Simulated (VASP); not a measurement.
Os, 1 atom in the cell. The structure is cubic, space group Fm-3m (No. 225). Conventional cell: a = 3.890 Å, b = 3.890 Å, c = 3.890 Å, α = 90.00°, β = 90.00°, γ = 90.00°. Os (site symmetry m-3m) has 12 Os at 2.75 Å within 3.6 Å. 

* Program: VASP 6.6.1
* Task: relaxation of cell and atoms
* Functional: PBE
* Dispersion: D3(BJ)
* Potentials or basis: VASP PAW PBE potentials, release 64 (Os)
* Cutoff: 600 eV
* k mesh: 12 × 12 × 12
* Occupations: fermi-dirac, width 0.05 eV
* Spin: no spin polarisation
* Dipole correction: no
* Further INCAR settings: ALGO = Normal; EDIFF = 1e-06; IBRION = 2; EDIFFG = -0.01; NSW = 60; ISIF = 3

Potentials or basis: VASP PAW PBE potentials, release 64 (Os).

Command:

```sh
$ cat potpaw_PBE.64/Os/POTCAR > POTCAR
$ mpirun -np 1 vasp_std > vasp.out
```

Hardware: 1 thread of AMD EPYC 7R13, with other jobs on the host.

Q: Estimate the wall time of this run.

A: Run time: 43 s on 1 thread of AMD EPYC 7R13, with other jobs on the host, peak memory 0.13 GiB. Counts: scf iterations 35, k points 72, ion steps 5.
